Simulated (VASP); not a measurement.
# Ni (P6_3/mmc) in VASP: a series of runs

Ni is run at these levels: PBE; tasks: relaxation of cell and atoms, single point.

Everything below comes from runs of VASP 6.6.1. Logs are shortened: lines on timing, memory, paths and dates and some standing lists are left out, and cuts for length are marked.

### 1 The cell of the first run

It takes space group P6_3/mmc (No. 194, hexagonal). Conventional cell: a = 3.856 Å, b = 3.856 Å, c = 4.339 Å, α = 90.00°, β = 90.00°, γ = 120.00°. Ni (site symmetry -6m2) has 5 Ni at 2.17 to 2.23 Å within 2.9 Å. Within 2.9 Å of Ni (site symmetry -6m2) lie 3 Ni at 2.23 Å.

### 2 Relaxation of cell and atoms, PBE

Contents of INCAR:

```
PREC = Accurate
ENCUT = 600
EDIFF = 1E-7
ISMEAR = 0
SIGMA = 0.1
LREAL = False
LASPH = True
NELM = 100
ALGO = Normal
ISIF = 3
LWAVE = False
LCHARG = False
GGA = PE
IBRION = 2
NSW = 100
EDIFFG = -0.01
```

Contents of KPOINTS:

```
Automatic mesh
0
Gamma
  15 15 10
```

Contents of POSCAR:

```
Ni
1.0
    3.8561468794      0.0000000000      0.0000000000
   -1.9280734397      3.3395211583      0.0000000000
    0.0000000000      0.0000000000      4.3390625775
Ni
4
Direct
    0.0000000000      0.0000000000      0.2500000000
    0.0000000000      0.0000000000      0.7500000000
    0.3333333333      0.6666666667      0.7500000000
    0.6666666667      0.3333333333      0.2500000000
```

Potentials or basis: VASP PAW PBE potentials, release 64 (Ni).

Started as:

```sh
cat potpaw_PBE.64/Ni/POTCAR > POTCAR
mpirun -np 1 vasp_std > vasp.out
```

OUTCAR:

```text
PREC = Accurate
   ENCUT = 600
   EDIFF = 1E-7
   ISMEAR = 0
   LREAL = False
   LASPH = True
   NELM = 100
   ISIF = 3
   GGA = PE
   IBRION = 2
   NSW = 100
   EDIFFG = -0.01

 ion  position               nearest neighbor table
   1  0.000  0.000  0.250-   2 2.17   2 2.17   4 2.23   4 2.23   4 2.23
   2  0.000  0.000  0.750-   1 2.17   1 2.17   3 2.23   3 2.23   3 2.23
   3  0.333  0.667  0.750-   2 2.23   2 2.23   2 2.23
   4  0.667  0.333  0.250-   1 2.23   1 2.23   1 2.23

  LATTYP: Found a hexagonal cell.
 ALAT       =     3.8561468794
 C/A-ratio  =     1.1252327033

  Lattice vectors:

 A1 = (   3.8561468794,   0.0000000000,   0.0000000000)
 A2 = (  -1.9280734397,   3.3395211583,   0.0000000000)
 A3 = (   0.0000000000,   0.0000000000,   4.3390625775)

Analysis of symmetry for initial positions (statically):
=====================================================================
 Subroutine PRICEL returns:
 Original cell was already a primitive cell.

 Routine SETGRP: Setting up the symmetry group for a
 hexagonal supercell.

 Subroutine GETGRP returns: Found 24 space group operations
 (whereof 12 operations were pure point group operations)
 out of a pool of 24 trial point group operations.

The static configuration has the point symmetry D_3d.
 The point group associated with its full space group is D_6h.

Analysis of symmetry for dynamics (positions and initial velocities):
=====================================================================
 Subroutine PRICEL returns:
 Original cell was already a primitive cell.

 Routine SETGRP: Setting up the symmetry group for a
 hexagonal supercell.

 Subroutine GETGRP returns: Found 24 space group operations
 (whereof 12 operations were pure point group operations)
 out of a pool of 24 trial point group operations.

The dynamic configuration has the point symmetry D_3d.
 The point group associated with its full space group is D_6h.

 Subroutine INISYM returns: Found 24 space group operations
 (whereof 12 operations are pure point group operations),
 and found     1 'primitive' translations

----------------------------------------------------------------------------------------

                                     Primitive cell

  volume of cell :      55.8771

  direct lattice vectors                    reciprocal lattice vectors
     3.856146879  0.000000000  0.000000000     0.259326222  0.149722064  0.000000000
    -1.928073440  3.339521158  0.000000000     0.000000000  0.299444128  0.000000000
     0.000000000  0.000000000  4.339062578     0.000000000  0.000000000  0.230464526

  length of vectors
     3.856146879  3.856146879  4.339062578     0.299444128  0.299444128  0.230464526

  position of ions in fractional coordinates (direct lattice)
     0.000000000  0.000000000  0.250000000
     0.000000000  0.000000000  0.750000000
     0.333333333  0.666666667  0.750000000
     0.666666667  0.333333333  0.250000000

  ion indices of the primitive-cell ions
   primitive index   ion index
                 1           1
                 2           2
                 3           3
                 4           4

----------------------------------------------------------------------------------------

 KPOINTS: Automatic mesh

Automatic generation of k-mesh.
 Grid dimensions read from file:
 generate k-points for:   15   15   10

 Generating k-lattice:

  Cartesian coordinates                     Fractional coordinates (reciprocal lattice)
     0.017288415  0.009981471  0.000000000     0.066666667 -0.000000000  0.000000000
     0.000000000  0.019962942  0.000000000     0.000000000  0.066666667  0.000000000
     0.000000000  0.000000000  0.023046453     0.000000000  0.000000000  0.100000000

  Length of vectors
     0.019962942  0.019962942  0.023046453

  Shift w.r.t. Gamma in fractional coordinates (k-lattice)
     0.000000000  0.000000000  0.000000000

 Subroutine IBZKPT returns following result:
 ===========================================

 Found    162 irreducible k-points:

 Following reciprocal coordinates:
            Coordinates               Weight
  0.000000  0.000000  0.000000      1.000000
  0.066667 -0.000000  0.000000      6.000000
  0.133333  0.000000  0.000000      6.000000
  0.200000 -0.000000  0.000000      6.000000
  0.266667  0.000000  0.000000      6.000000
  0.333333 -0.000000  0.000000      6.000000
[... 16 lines left out ...]
  0.333333  0.200000  0.000000     12.000000
  0.400000  0.200000  0.000000      6.000000
 [... further k-points ...]
   k-points           NKPTS =    162   k-points in BZ     NKDIM =    162   number of bands    NBANDS=     24
   number of dos      NEDOS =    301   number of ions     NIONS =      4
   total plane-waves  NPLWV =  36864
   dimension x,y,z NGX =    32 NGY =   32 NGZ =   36
   dimension x,y,z NGXF=    64 NGYF=   64 NGZF=   72
   ions per type =               4
   NGX,Y,Z   is equivalent  to a cutoff of  13.80, 13.80, 13.79 a.u.
   NGXF,Y,Z  is equivalent  to a cutoff of  27.59, 27.59, 27.59 a.u.
 SYSTEM =  unknown system
   PREC   = accura    normal or accurate (medium, high low for compatibility)
   ISTART =      0    job   : 0-new  1-cont  2-samecut
   ICHARG =      2    charge: 1-file 2-atom 10-const
   ISPIN  =      1    spin polarized calculation?
   LNONCOLLINEAR =      F non collinear calculations
   LSORBIT =      F    spin-orbit coupling
   LASPH  =      T    aspherical Exc in radial PAW
   ENCUT  =  600.0 eV  44.10 Ry    6.64 a.u.   7.70  7.70  8.67*2*pi/ulx,y,z
   NELM   =    100;   NELMIN=  2; NELMDL= -5     # of ELM steps
   EDIFF  = 0.1E-06   stopping-criterion for ELM
   LREAL  =      F    real-space projection
   EDIFFG = -.1E-01   stopping-criterion for IOM
   NSW    =    100    number of steps for IOM
   IBRION =      2    ionic relax: 0-MD 1-quasi-New 2-CG
   NFREE  =      1    steps in history (QN), initial steepest desc. (CG)
   ISIF   =      3    stress and relaxation
   ISYM   =      2    0-nonsym 1-usesym 2-fastsym
   POTIM  = 0.5000    time-step for ionic-motion
   TEBEG  =    0.0;   TEEND  =   0.0 temperature during run
   PSTRESS=    0.0 pullay stress
   NELECT =      40.0000    total number of electrons
   NUPDOWN=      -1.0000    fix difference up-down
   EMIN   =  10.00;   EMAX   =-10.00  energy-range for DOS
[... 5 lines left out ...]
     AMIX     =   0.40;   BMIX     =  1.00
     AMIX_MAG =   1.60;   BMIX_MAG =  1.00
  volume/ion in A,a.u.               =      13.97        94.27
  Fermi-wavevector in a.u.,A,eV,Ry     =   1.464481  2.767467 29.180459  2.144703
  Thomas-Fermi vector in A             =   2.580451
   LORBIT       =      0    0 simple, 1 ext, 2 COOP (PROOUT), +10 PAW based schemes
   GGA     = PE    functional components
   LHFCALC =     F    Hartree Fock is set to
   AEXX    =    0.0000 exact exchange contribution
   IVDW    =     0    specifies the selected vdW correction
   LEPSILON=     F    determine dielectric tensor
   LRPA    =     F    only Hartree local field effects (RPA)
 conjugate gradient relaxation of ions
 non-spin polarized calculation
 Gauss-broadening in eV      SIGMA  =   0.10
  energy-cutoff  :      600.00
  volume of cell :       55.88
 maximum number of plane-waves:      1890
 NGX is ok and might be reduce to    32
   NGX = 15   NGY = 15   NGZ = 17

--------------------------------------- Ionic step        1  -------------------------------------------

 number of electron      40.0000010 magnetization

 Free energy of the ion-electron system (eV)
  ---------------------------------------------------
  ext. energy  EPLUGINS =         0.00000000
  ---------------------------------------------------
  free energy    TOTEN  =       -18.08781151 eV

  energy without entropy =      -18.03671193  energy(sigma->0) =      -18.06226172

------------------------ aborting loop because EDIFF is reached ----------------------------------------

  FORCE on cell =-STRESS in cart. coord.  units (eV):
  Direction    XX          YY          ZZ          XY          YZ          ZX
  --------------------------------------------------------------------------------------
  -------------------------------------------------------------------------------------
  Total        0.1432491      0.1432491     -0.1917407      0.0000000      0.0000000      0.0000000
  in kB        4.1074172      4.1074172     -5.4978298      0.0000000      0.0000000      0.0000000
  external PRESSURE =       0.9056682 kB  Pullay stress =       0.0000000 kB

 VOLUME and BASIS-vectors are now :
 -----------------------------------------------------------------------------
  energy-cutoff  :      600.00
  volume of cell :       55.88
      direct lattice vectors                 reciprocal lattice vectors
     3.856146879  0.000000000  0.000000000     0.259326222  0.149722064  0.000000000
    -1.928073440  3.339521158  0.000000000     0.000000000  0.299444128  0.000000000
     0.000000000  0.000000000  4.339062578     0.000000000  0.000000000  0.230464526

 POSITION                                       TOTAL-FORCE (eV/Angst)
 -----------------------------------------------------------------------------------
      0.00000      0.00000      1.08477        -0.000000     -0.000000      0.000000
      0.00000      0.00000      3.25430        -0.000000      0.000000      0.000000
     -0.00000      2.22635      3.25430         0.000000      0.000000     -0.000000
      1.92807      1.11317      1.08477         0.000000     -0.000000     -0.000000
 -----------------------------------------------------------------------------------
    total drift:                               -0.000000      0.000000      0.000000

  FREE ENERGIE OF THE ION-ELECTRON SYSTEM (eV)
  ---------------------------------------------------
  free  energy   TOTEN  =       -18.0878115139 eV

  energy  without entropy=      -18.0367119258  energy(sigma->0) =      -18.06226172

--------------------------------------- Ionic step        2  -------------------------------------------

 number of electron      40.0000010 magnetization

 Free energy of the ion-electron system (eV)
  ---------------------------------------------------
  ext. energy  EPLUGINS =         0.00000000
  ---------------------------------------------------
  free energy    TOTEN  =       -18.08819776 eV

  energy without entropy =      -18.03685305  energy(sigma->0) =      -18.06252540

 E-fermi :   6.1797     XC(G=0): -11.6456

 val. band max:        6.1779835300   @ k =   0.4000   0.1333   0.4000
 cond. band min:       6.1798412228   @ k =   0.3333   0.1333   0.1000
 fundamental gap:      0.0018576929
 Fermi energy:         6.1797280109

 k-point     1 :       0.0000    0.0000    0.0000
  band No.  band energies     occupation
      1      -1.1166      2.00000
      2       2.6352      2.00000
      3       3.1006      2.00000
      4       3.1955      2.00000
      5       3.1955      2.00000
      6       3.9805      2.00000
[... 16 lines left out ...]
     23      11.0925      0.00000
     24      12.8322      0.00000

 k-point     2 :       0.0667   -0.0000    0.0000
  band No.  band energies     occupation
      1      -1.0551      2.00000
      2       2.6374      2.00000
      3       3.1386      2.00000
      4       3.1733      2.00000
      5       3.1770      2.00000
      6       3.8565      2.00000
[... 16 lines left out ...]
     23      11.0951      0.00000
     24      12.1568      0.00000

 k-point     3 :       0.1333    0.0000    0.0000
  band No.  band energies     occupation
      1      -0.8722      2.00000
      2       2.6437      2.00000
      3       3.1138      2.00000
      4       3.1278      2.00000
      5       3.2481      2.00000
      6       3.6566      2.00000
[... 16 lines left out ...]
     23      10.8088      0.00000
     24      11.2343      0.00000
[... 514 lines left out ...]
 k-point    23 :       0.3333    0.2000    0.0000
  band No.  band energies     occupation
      1       1.3479      2.00000
      2       2.5519      2.00000
      3       2.7471      2.00000
      4       2.7944      2.00000
      5       2.8338      2.00000
      6       3.1748      2.00000
[... 16 lines left out ...]
     23       7.0240      0.00000
     24      11.0046      0.00000

 k-point    24 :       0.4000    0.2000    0.0000
  band No.  band energies     occupation
      1       1.5594      2.00000
      2       2.4947      2.00000
      3       2.7002      2.00000
      4       2.7834      2.00000
      5       2.8242      2.00000
      6       3.1980      2.00000
[... 16 lines left out ...]
     23       6.7832      0.00000
     24      11.3450      0.00000

 [... further k-points ...]
[... 5 lines left out ...]
  --------------------------------------------------------------------------------------
  -------------------------------------------------------------------------------------
  Total       -0.0393026     -0.0393026      0.0108477      0.0000000      0.0000000      0.0000000
  in kB       -1.1256538     -1.1256538      0.3106866      0.0000000      0.0000000      0.0000000
  external PRESSURE =      -0.6468737 kB  Pullay stress =       0.0000000 kB

 VOLUME and BASIS-vectors are now :
 -----------------------------------------------------------------------------
  energy-cutoff  :      600.00
  volume of cell :       55.94
      direct lattice vectors                 reciprocal lattice vectors
     3.862809064  0.000000000  0.000000000     0.258878962  0.149463838 -0.000000000
    -1.931404532  3.345290780 -0.000000000     0.000000000  0.298927676 -0.000000000
     0.000000000  0.000000000  4.329028406     0.000000000  0.000000000  0.230998715

 POSITION                                       TOTAL-FORCE (eV/Angst)
 -----------------------------------------------------------------------------------
      1.93140      3.34529      1.08226        -0.000000     -0.000000      0.000000
     -0.00000      0.00000      3.24677         0.000000      0.000000      0.000000
     -0.00000      2.23019      3.24677         0.000000     -0.000000     -0.000000
      1.93140      1.11510      1.08226        -0.000000      0.000000      0.000000
 -----------------------------------------------------------------------------------
    total drift:                                0.000000     -0.000000      0.000000

  FREE ENERGIE OF THE ION-ELECTRON SYSTEM (eV)
  ---------------------------------------------------
  free  energy   TOTEN  =       -18.0881977554 eV

  energy  without entropy=      -18.0368530534  energy(sigma->0) =      -18.06252540

 reached required accuracy - stopping structural energy minimisation
```

Run time: 3.1 min. Hardware: 1 thread of Intel Xeon 6975P-C (Granite Rapids), shared host; peak memory 0.33 GiB.

Results:

```
Free energy                            : -18.0882 eV
Relaxed volume                         : 13.99 Å³/atom
Relaxed cell                           : a = 3.863 Å, b = 3.863 Å, c = 4.329 Å, α = 90.00°, β = 90.00°, γ = 120.00°
Space group after relaxing (to 0.05 Å) : P6_3/mmc (No. 194)
Energy gained by relaxing              : 0.1 meV/atom
Ionic steps                            : 2
Pressure after relaxing                : -0.1 GPa
Band gap on the k mesh                 : zero (band 20 reaches 6.49 eV, above the bottom of band 21 at 5.71 eV)
```

The path:
```tsv
step	energy change (eV)	largest force (eV/Å)	pressure (GPa)	volume (Å³)
1	0.0000	0.0000	0.09	55.88
2	-0.0004	0.0000	-0.06	55.94
```

Final structure:
```
Ni
1.0
     3.86281    0.00000    0.00000
    -1.93140    3.34529    0.00000
     0.00000    0.00000    4.32903
Ni
4
Cartesian
  1.9314 3.3453 1.0823
  0.0000 0.0000 3.2468
  0.0000 2.2302 3.2468
  1.9314 1.1151 1.0823
```

Caveat: the run has no spin polarisation, though such a crystal can be magnetic. Spin polarisation is off, so any magnetic state and its effect on volume and gap are missing.

### 3 Single point, PBE, collinear spin, ferromagnetic start

This run uses another cell than the first one, of 10.91 Å³/atom, 0.781 times its volume.

Contents of INCAR:

```
PREC = Accurate
ENCUT = 520
EDIFF = 1E-6
ISMEAR = 0
SIGMA = 0.1
LREAL = F
LASPH = T
NELM = 150
ALGO = Normal
ISIF = 2
LWAVE = F
LCHARG = T
ISPIN = 2
MAGMOM = 0.74 0.74 0.74 0.74
LORBIT = 11
LMAXMIX = 4
GGA = PE
LELF = T
LVHAR = T
NBANDS = 32
```

Contents of KPOINTS:

```
regular mesh
0
Gamma
  21 21 6
```

Contents of POSCAR:

```
Ni
1.0
    2.4861578563      0.0000000000      0.0000000000
   -1.2430789282      2.1530758613      0.0000000000
    0.0000000000      0.0000000000      8.1499947456
Ni
4
Direct
    0.0000000000      0.0000000000      0.0000000000
    0.0000000000      0.0000000000      0.5000000000
    0.3333333333      0.6666666667      0.7500000000
    0.6666666667      0.3333333333      0.2500000000
```

Potentials or basis: VASP PAW PBE potentials, release 64 (Ni).

Started as:

```sh
cat potpaw_PBE.64/Ni/POTCAR > POTCAR
mpirun -np 1 vasp_std > vasp.out
```

It took 4.3 min on 1 thread of Intel Xeon 6975P-C (Granite Rapids), shared host; peak memory 0.42 GiB.

It converged, with:

* Free energy: -21.8513 eV
* Pressure: -0.1 GPa
* Net moment: 2.52 μB per cell
* Site moments: Ni +0.63, +0.65 μB
* Valence electrons inside the program's atomic spheres: Ni 9.31

Levels at points of the mesh, in eV from the Fermi level:
Spin up:
```csv
k point,band 18,band 19,band 20,band 21,band 22,band 23,band 24,band 25,band 26,band 27
"(0.00, 0.00, 0.00)",-1.20,-1.20,-0.98,-0.98,-0.66,-0.66,-0.34,5.58,14.28,14.30
"(0.00, 0.00, 0.50)",-1.33,-1.33,-1.33,-0.80,-0.80,-0.80,-0.80,8.65,8.65,20.65
```
Spin down:
```
           k point  band 16  band 17  band 18  band 19  band 20  band 21
(0.00, 0.00, 0.00)    -0.86    -0.86    -0.54    -0.54    -0.40    -0.29
(0.00, 0.00, 0.50)    -1.56    -0.70    -0.70    -0.70    -0.70    -0.08
```

(Continued in part 2 of 2.)
